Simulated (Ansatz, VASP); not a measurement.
One calculation of Ag2Pt, two programs

```
Ag Pt
1.0
     0.00000    3.75009    3.75009
     3.75009    0.00000    3.75009
     3.75009    3.75009    0.00000
Ag Pt
4 2
Cartesian
  4.6876 4.6876 4.6876
  4.6876 2.8126 2.8126
  2.8126 2.8126 4.6876
  2.8126 4.6876 2.8126
  0.0000 0.0000 0.0000
  1.8750 1.8750 1.8750
```

Alike in both runs: functional PBE; k mesh 4 × 4 × 4; occupations gaussian, width 0.1 eV; no spin polarisation.

Ansatz relaxed the structure, and its values are those at the end. VASP's run is a single point on that final structure, the one shown.

|  | VASP | Ansatz |
| --- | --- | --- |
| version | VASP 6.6.1 | Ansatz 0.2.0 |
| potentials or method | VASP PAW PBE potentials, release 64 (Ag, Pt), cutoff 520 eV | scalar-relativistic, plane waves, PAW |
| valence electrons in the cell | 64 | 112 |

```tsv
	VASP	Ansatz	Ansatz less VASP
gap on the k mesh at the Fermi level (eV)	none	none	-
pressure (GPa)	-0.5	-0.3	+0.23
```

A gap of «none» marks a metal or a gap that the smearing closes. The functional is the same, so the differences come from potentials, cutoffs and numerics. VASP's potentials hold 64 valence electrons a cell and Ansatz's 112, so a difference there can come from the potentials and not from the codes.

The k mesh is coarse, so the values compare programs but aren't converged. Neither program's run includes spin-orbit coupling.
